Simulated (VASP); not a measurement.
# Ag: single point with PBE

The system is Ag.

```xyz
2
Lattice="-2.2361 2.2361 1.1852 2.2361 -2.2361 1.1852 2.2361 2.2361 -1.1852" Properties=species:S:1:pos:R:3 pbc="T T T"
Ag    0.0000   -1.1181   -0.2963
Ag    0.0000    1.1181    0.2963
```

```yaml
Program: VASP 6.6.1
Task: single point
Functional: PBE
Potentials_or_basis: VASP PAW PBE potentials, release 64 (Ag)
Cutoff: 520 eV
k_mesh: 15 × 15 × 15
Occupations: fermi-dirac, width 0.1 eV
Spin: no spin polarisation
Dipole_correction: no
Further_INCAR_settings: ALGO = Normal; EDIFF = 1e-06; NBANDS = 18
```

```
Pressure               : 155.2 GPa
Band gap on the k mesh : zero (bands 11 and 12 overlap by 7.05 eV)
```

Stress tensor (GPa, compression positive):
```
155.08   0.00   0.00
  0.00 155.08   0.00
  0.00   0.00 155.37
```

Levels at points of the mesh, in eV from the Fermi level:
```csv
k point,band 8,band 9,band 10,band 11,band 12,band 13,band 14,band 15
"(0.00, 0.00, 0.00)",-4.60,-4.60,-3.06,-1.82,4.85,4.85,13.74,15.34
```

Wall time 3.3 min on 1 thread of Intel Xeon 8259CL (shared host), peak memory 0.24 GiB.

Caveat: the cell stands under pressure.
